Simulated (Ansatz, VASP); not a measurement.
## Two plane-wave programs on Cu

```
Cu
1.0
     0.00000    1.78158    1.78158
     1.78158    0.00000    1.78158
     1.78158    1.78158    0.00000
Cu
1
Direct
  0.00000 0.00000 0.00000
```

Alike in both runs: functional PBEsol; k mesh 26 × 26 × 26; no spin polarisation.

Ansatz relaxed the structure, and its values are those at the end. VASP's run is a single point on that final structure, the one shown.

|  | VASP | Ansatz |
| --- | --- | --- |
| version | VASP 6.6.1 | Ansatz 0.2.0 |
| potentials or method | VASP PAW PBE potentials, release 64 (Cu) | plane-wave PAW, scalar-relativistic |
| plane-wave cutoff (eV) | 520 | 420 |
| occupations | methfessel-paxton of order 1, width 0.1 eV | cold, width 0.1 eV |
| valence electrons in the cell | 11 | 19 |

```csv
,VASP,Ansatz,Ansatz less VASP
pressure (GPa),0.8,0.0,-0.74
```

VASP's potentials were made for PBE, not for PBEsol, and Ansatz warns of the same on its side. VASP's potentials hold 11 valence electrons a cell and Ansatz's 19, so a difference there can come from the potentials and not from the codes.
